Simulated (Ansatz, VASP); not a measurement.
## WCl3F2: VASP beside Ansatz

```
W Cl F
1.0
     6.14941   -0.03354    0.00552
    -1.83340    7.29054    0.00487
    -1.32007   -2.39531    8.04612
W Cl F
2 6 4
Direct
  0.07486 0.16689 0.16069
  0.92514 0.83311 0.83931
  0.98119 0.22242 0.41498
  0.32875 0.47017 0.25131
  0.20845 0.14868 0.90135
  0.01881 0.77758 0.58502
  0.67125 0.52983 0.74869
  0.79155 0.85132 0.09865
  0.83684 0.24154 0.06067
  0.29421 0.05020 0.21966
  0.16316 0.75846 0.93933
  0.70579 0.94980 0.78034
```

Alike in both runs: task single point; functional PBE; k mesh 2 × 2 × 2; occupations gaussian, width 0.1 eV; no spin polarisation.

```csv
,VASP,Ansatz
version,VASP 6.6.1,Ansatz 0.2.0
potentials or method,"VASP PAW PBE potentials, release 64 (W_sv, Cl, F), cutoff 520 eV","scalar-relativistic, plane waves, PAW"
valence electrons in the cell,98,98
```

Ansatz gave:

| Property | Result |
| --- | --- |
| gap on the k mesh at the Fermi level (eV) | 1.35 |
| least direct gap on the mesh (eV) | 1.37 |
| pressure (GPa) | 0.0 |
| traceless stress, the component that is largest in VASP (GPa) | 0.00 |
| rms of the force components (eV/Å) | 0.001 |

What did VASP give for the same quantities?

gap on the k mesh at the Fermi level (eV): 1.35; least direct gap on the mesh (eV): 1.37; pressure (GPa): 0.3; traceless stress, the component that is largest in VASP (GPa): -0.50; rms of the force components (eV/Å): 0.134.

Atom by atom the forces differ by 0.134 eV/Å (rms over components). One of these differences is far larger than is usual between the two programs; its cause wasn't traced. With one functional, cell and mesh, what is left measures potentials, basis and numerics.

The k mesh is coarse, so the values compare programs but aren't converged. Spin-orbit coupling is off throughout.
